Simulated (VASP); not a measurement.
A run of VASP 6.6.1 is set up as follows.

The input INCAR:

```
ALGO     = Normal         # electronic algorithm
EDIFF    = 1E-6           # SCF threshold, eV
ENCUT    = 520            # plane-wave cutoff, eV
GGA      = PE             # functional
GGA_COMPAT= F            
ISIF     = 2              # what is computed and relaxed
ISMEAR   = -1             # smearing method
LASPH    = T              # aspherical terms in the spheres
LCHARG   = F              # write CHGCAR
LREAL    = F              # projectors in reciprocal space
LWAVE    = F              # write WAVECAR
NBANDS   = 37             # bands
NELM     = 120            # most SCF steps
PREC     = Accurate       # precision mode
SIGMA    = 0.05           # smearing width, eV
```

The input KPOINTS:

```
k-points
0
Gamma
  1 1 1
```

File POSCAR:

```
MgH8Cl2O4
1.0
    5.9720710000      0.0000000000      0.0000000000
    0.0000000000      6.0226240000      0.0000000000
    0.0000000000      0.0000000000      6.4814010000
O H Mg Cl
4 8 1 2
Direct
    0.6573096669      0.7632885599      0.4218995245
    0.6665861809      0.1568253306      0.1843737180
    0.2505830892      0.6198461003      0.1808713888
   -0.0903204265      1.0283225385      0.6873822496
    0.5153656077      0.7465184611      0.4957261555
    0.7246397439      0.8495466428      0.5430616004
    0.7513808861      0.1314211214      0.0554972605
    0.6904639948      0.0189950427      0.2719165193
    0.1551890458      0.5731554884      0.3013391703
    0.1482902665      0.5889127397      0.0702317292
    0.0317477806      1.1295408779      0.6762889690
   -0.0508366361      0.9291631023      0.7933624227
    0.5622337712      0.4652789216      0.2344709115
    0.3294334578      0.3028414193      0.5226184894
    0.7956034012      0.5338536824      0.9307555573
```

Potentials or basis: VASP PAW PBE potentials, release 64 (O, H, Mg, Cl).

Run with:

```bash
$ cat potpaw_PBE.64/O/POTCAR potpaw_PBE.64/H/POTCAR potpaw_PBE.64/Mg/POTCAR potpaw_PBE.64/Cl/POTCAR > POTCAR
$ mpirun -np 1 vasp_gam > vasp.out
```

Problem. Estimate the largest force.

Solution. 1.976 eV/Å.

Problem. What does it give for the band gap on the k mesh?

Solution. 3.85 eV.

Stress tensor (GPa, compression positive):
```
-0.08 -0.03  1.44
-0.03 -0.36 -0.75
 1.44 -0.75 -0.62
```

Caveat: the k points lie up to 1.05 Å⁻¹ apart.
